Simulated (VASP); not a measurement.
# O2 in VASP: single point with PBEsol

Aim: the single point of O2 with PBEsol.

Everything below comes from runs of VASP 6.6.1. Logs are shortened: lines on timing, memory, paths and dates and some standing lists are left out, and cuts for length are marked.

## (1) The cell of the first run

The cell holds a molecule in a box, 2 atoms: a = 9.000 Å, b = 9.500 Å, c = 10.000 Å, α = 90.00°, β = 90.00°, γ = 90.00°.

## (2) Single point, PBEsol, collinear spin, ferromagnetic start

Input file INCAR:

```
SYSTEM = O
ALGO = Normal
EDIFF = 1E-6
ENCUT = 1000
GGA = PS
GGA_COMPAT = .False.
ISIF = 2
ISMEAR = -1
ISPIN = 2
LASPH = .True.
LCHARG = .True.
LELF = .True.
LORBIT = 11
LREAL = .False.
LVHAR = .True.
LWAVE = .False.
MAGMOM = 1 1
NBANDS = 17
NELM = 200
NELMDL = -8
PREC = Accurate
SIGMA = 0.02
```

Input file KPOINTS:

```
k-points
0
Gamma
  1 1 1
  0 0 0
```

Input file POSCAR:

```
O
1.0
    9.0000000000      0.0000000000      0.0000000000
    0.0000000000      9.5000000000      0.0000000000
    0.0000000000      0.0000000000     10.0000000000
O
2
Direct
    0.5000000000      0.5000000000      0.4395070579
    0.5000000000      0.5000000000      0.5604929421
```

Potentials or basis: VASP PAW PBE potentials, release 64 (O_h).

Started as:

```
$ cat potpaw_PBE.64/O_h/POTCAR > POTCAR
$ mpirun -np 1 vasp_gam > vasp.out
```

OUTCAR:

```text
SYSTEM = O
   EDIFF = 1E-6
   ENCUT = 1000
   GGA = PS
   ISIF = 2
   ISMEAR = -1
   ISPIN = 2
   LASPH = .True.
   LORBIT = 11
   LREAL = .False.
   NELM = 200
   NELMDL = -8
   PREC = Accurate

 ion  position               nearest neighbor table
   1  0.500  0.500  0.440-   2 1.21
   2  0.500  0.500  0.560-   1 1.21

  LATTYP: Found a simple orthorhombic cell.
 ALAT       =     9.0000000000
 B/A-ratio  =     1.0555555556
 C/A-ratio  =     1.1111111111

  Lattice vectors:

 A1 = (   9.0000000000,   0.0000000000,   0.0000000000)
 A2 = (   0.0000000000,   9.5000000000,   0.0000000000)
 A3 = (   0.0000000000,   0.0000000000,  10.0000000000)

Analysis of symmetry for initial positions (statically):
=====================================================================
 Subroutine PRICEL returns:
 Original cell was already a primitive cell.

 Routine SETGRP: Setting up the symmetry group for a
 simple orthorhombic supercell.

 Subroutine GETGRP returns: Found  8 space group operations
 (whereof  8 operations were pure point group operations)
 out of a pool of  8 trial point group operations.

The static configuration has the point symmetry D_2h.

Analysis of symmetry for dynamics (positions and initial velocities):
=====================================================================
 Subroutine PRICEL returns:
 Original cell was already a primitive cell.

 Routine SETGRP: Setting up the symmetry group for a
 simple orthorhombic supercell.

 Subroutine GETGRP returns: Found  8 space group operations
 (whereof  8 operations were pure point group operations)
 out of a pool of  8 trial point group operations.

The dynamic configuration has the point symmetry D_2h.

Analysis of structural, dynamic, and magnetic symmetry:
=====================================================================
 Subroutine PRICEL returns:
 Original cell was already a primitive cell.

 Routine SETGRP: Setting up the symmetry group for a
 simple orthorhombic supercell.

 Subroutine GETGRP returns: Found  8 space group operations
 (whereof  8 operations were pure point group operations)
 out of a pool of  8 trial point group operations.

The overall configuration has the point symmetry D_2h.

 Subroutine INISYM returns: Found  8 space group operations
 (whereof  8 operations are pure point group operations),
 and found     1 'primitive' translations

----------------------------------------------------------------------------------------

                                     Primitive cell

  volume of cell :     855.0000

  direct lattice vectors                    reciprocal lattice vectors
     9.000000000  0.000000000  0.000000000     0.111111111  0.000000000  0.000000000
     0.000000000  9.500000000  0.000000000     0.000000000  0.105263158  0.000000000
     0.000000000  0.000000000 10.000000000     0.000000000  0.000000000  0.100000000

  length of vectors
     9.000000000  9.500000000 10.000000000     0.111111111  0.105263158  0.100000000

  position of ions in fractional coordinates (direct lattice)
     0.500000000  0.500000000  0.439507058
     0.500000000  0.500000000  0.560492942

  ion indices of the primitive-cell ions
   primitive index   ion index
                 1           1
                 2           2

----------------------------------------------------------------------------------------

 KPOINTS: k-points

Automatic generation of k-mesh.
 Grid dimensions read from file:
 generate k-points for:    1    1    1

 Generating k-lattice:

  Cartesian coordinates                     Fractional coordinates (reciprocal lattice)
     0.111111111  0.000000000  0.000000000     1.000000000  0.000000000  0.000000000
     0.000000000  0.105263158  0.000000000     0.000000000  1.000000000  0.000000000
     0.000000000  0.000000000  0.100000000     0.000000000  0.000000000  1.000000000

  Length of vectors
     0.111111111  0.105263158  0.100000000

  Shift w.r.t. Gamma in fractional coordinates (k-lattice)
     0.000000000  0.000000000  0.000000000

 Subroutine IBZKPT returns following result:
 ===========================================

 Found      1 irreducible k-points:

 Following reciprocal coordinates:
            Coordinates               Weight
  0.000000  0.000000  0.000000      1.000000
   k-points           NKPTS =      1   k-points in BZ     NKDIM =      1   number of bands    NBANDS=     17
   number of dos      NEDOS =    301   number of ions     NIONS =      2
   total plane-waves  NPLWV = ******
   dimension x,y,z NGX =    96 NGY =   98 NGZ =  108
   dimension x,y,z NGXF=   192 NGYF=  196 NGZF=  216
   ions per type =               2
   NGX,Y,Z   is equivalent  to a cutoff of  17.73, 17.15, 17.95 a.u.
   NGXF,Y,Z  is equivalent  to a cutoff of  35.47, 34.30, 35.91 a.u.
 SYSTEM =  O
   PREC   = accura    normal or accurate (medium, high low for compatibility)
   ISTART =      0    job   : 0-new  1-cont  2-samecut
   ICHARG =      2    charge: 1-file 2-atom 10-const
   ISPIN  =      2    spin polarized calculation?
   LNONCOLLINEAR =      F non collinear calculations
   LSORBIT =      F    spin-orbit coupling
   LASPH  =      T    aspherical Exc in radial PAW
   ENCUT  = 1000.0 eV  73.50 Ry    8.57 a.u.  23.21 24.50 25.78*2*pi/ulx,y,z
   NELM   =    200;   NELMIN=  2; NELMDL= -8     # of ELM steps
   EDIFF  = 0.1E-05   stopping-criterion for ELM
   LREAL  =      F    real-space projection
[... 7 lines left out ...]
   TEBEG  =    0.0;   TEEND  =   0.0 temperature during run
   PSTRESS=    0.0 pullay stress
   NELECT =      12.0000    total number of electrons
   NUPDOWN=      -1.0000    fix difference up-down
   EMIN   =  10.00;   EMAX   =-10.00  energy-range for DOS
   EFERMI =   0.00;   METHOD = LEGACY
   ISMEAR =    -1;   SIGMA  =   0.02  broadening in eV -4-tet -1-fermi 0-gaus
   EFERMI_NEDOS =   21; number of points for ismear=-14 and -15
   IALGO  =     38    algorithm
   IMIX   =      4    mixing-type and parameters
     AMIX     =   0.40;   BMIX     =  1.00
     AMIX_MAG =   1.60;   BMIX_MAG =  1.00
  volume/ion in A,a.u.               =     427.50      2884.91
  Fermi-wavevector in a.u.,A,eV,Ry     =   0.394893  0.746240  2.121703  0.155941
  Thomas-Fermi vector in A             =   1.339966
   LORBIT       =     11    0 simple, 1 ext, 2 COOP (PROOUT), +10 PAW based schemes
   GGA     = PS    functional components
   LHFCALC =     F    Hartree Fock is set to
   AEXX    =    0.0000 exact exchange contribution
   IVDW    =     0    specifies the selected vdW correction
   LEPSILON=     F    determine dielectric tensor
   LRPA    =     F    only Hartree local field effects (RPA)
 spin polarized calculation
  energy-cutoff  :     1000.00
  volume of cell :      855.00
 maximum number of plane-waves:     30729
 NGX is ok and might be reduce to    96
   NGX = 47   NGY = 49   NGZ = 51

 number of electron      11.9999996 magnetization       1.9999996

 Free energy of the ion-electron system (eV)
  ---------------------------------------------------
  ext. energy  EPLUGINS =         0.00000000
  ---------------------------------------------------
  free energy    TOTEN  =       -10.45281751 eV

  energy without entropy =      -10.45281751  energy(sigma->0) =      -10.45281751

 E-fermi :  -6.0729     XC(G=0):  -0.6186

 val. band max:       -6.5809892727   @ k =   0.0000   0.0000   0.0000
 cond. band min:      -4.3097719532   @ k =   0.0000   0.0000   0.0000
 fundamental gap:      2.2712173195
 Fermi energy:        -6.0729383399

 spin component 1

 k-point     1 :       0.0000    0.0000    0.0000
  band No.  band energies     occupation
      1     -32.7009      1.00000
      2     -20.2310      1.00000
      3     -13.3826      1.00000
      4     -13.3334      1.00000
      5     -13.3334      1.00000
      6      -6.5810      1.00000
[... 9 lines left out ...]
     16       2.8248      0.00000
     17       2.9162      0.00000
 Fermi energy:        -6.0729383399

 spin component 2

 k-point     1 :       0.0000    0.0000    0.0000
  band No.  band energies     occupation
      1     -31.4690      1.00000
      2     -18.4478      1.00000
      3     -12.3593      1.00000
      4     -11.4946      1.00000
      5     -11.4945      1.00000
      6      -4.3098      0.00000
[... 9 lines left out ...]
     16       2.9938      0.00000
     17       3.0039      0.00000

------------------------ aborting loop because EDIFF is reached ----------------------------------------

  FORCE on cell =-STRESS in cart. coord.  units (eV):
  Direction    XX          YY          ZZ          XY          YZ          ZX
  --------------------------------------------------------------------------------------
  -------------------------------------------------------------------------------------
  Total       -0.0094817     -0.0077619      0.2531947     -0.0000000      0.0000000      0.0000000
  in kB       -0.0177677     -0.0145449      0.4744594     -0.0000000      0.0000000      0.0000000
  external PRESSURE =       0.1473823 kB  Pullay stress =       0.0000000 kB

 VOLUME and BASIS-vectors are now :
 -----------------------------------------------------------------------------
  energy-cutoff  :     1000.00
  volume of cell :      855.00
      direct lattice vectors                 reciprocal lattice vectors
     9.000000000  0.000000000  0.000000000     0.111111111  0.000000000  0.000000000
     0.000000000  9.500000000  0.000000000     0.000000000  0.105263158  0.000000000
     0.000000000  0.000000000 10.000000000     0.000000000  0.000000000  0.100000000

 POSITION                                       TOTAL-FORCE (eV/Angst)
 -----------------------------------------------------------------------------------
      4.50000      4.75000      4.39507         0.000000     -0.000000     -0.216306
      4.50000      4.75000      5.60493         0.000000      0.000000      0.216306
 -----------------------------------------------------------------------------------
    total drift:                                0.000000      0.000000     -0.000000

  FREE ENERGIE OF THE ION-ELECTRON SYSTEM (eV)
  ---------------------------------------------------
  free  energy   TOTEN  =       -10.4528175121 eV

  energy  without entropy=      -10.4528175120  energy(sigma->0) =      -10.45281751

 total charge

# of ion       s       p       d       tot
------------------------------------------
    1        1.082   2.219   0.000   3.302
    2        1.082   2.219   0.000   3.302
--------------------------------------------------
tot          2.165   4.439   0.000   6.604

 magnetization (x)

# of ion       s       p       d       tot
------------------------------------------
    1        0.013   0.606   0.000   0.619
    2        0.013   0.606   0.000   0.619
--------------------------------------------------
tot          0.026   1.213   0.000   1.239
```

It took 3.8 min on 1 thread of Intel Xeon 6975P-C (Granite Rapids), shared host; peak memory 2.2 GiB.

What came out:

| Item | Value |
| --- | --- |
| Free energy | -10.4528 eV |
| Largest force | 0.216 eV/Å |
| Gap between the frontier levels | 2.27 eV |
| Net moment | 2.00 μB per cell |
| Site moments | O +0.62 μB |
| Valence electrons inside the program's atomic spheres | O 3.30 |

Forces on the atoms (eV/Å):
```
O    0.000  0.000 -0.216
O    0.000  0.000  0.216
```

Levels at points of the mesh, in eV from the valence-band top:
Spin up:
```csv
k point,band 5,band 6,band 7,band 8,band 9,band 10
"(0.00, 0.00, 0.00)",-6.75,0.00,0.00,6.33,7.56,7.89
```
Spin down:
| k point | band 3 | band 4 | band 5 | band 6 | band 7 | band 8 |
| --- | --- | --- | --- | --- | --- | --- |
| (0.00, 0.00, 0.00) | -5.78 | -4.91 | -4.91 | 2.27 | 2.27 | 6.44 |

Caveat: the PAW data sets were made with another functional, which shifts forces and pressure a little.
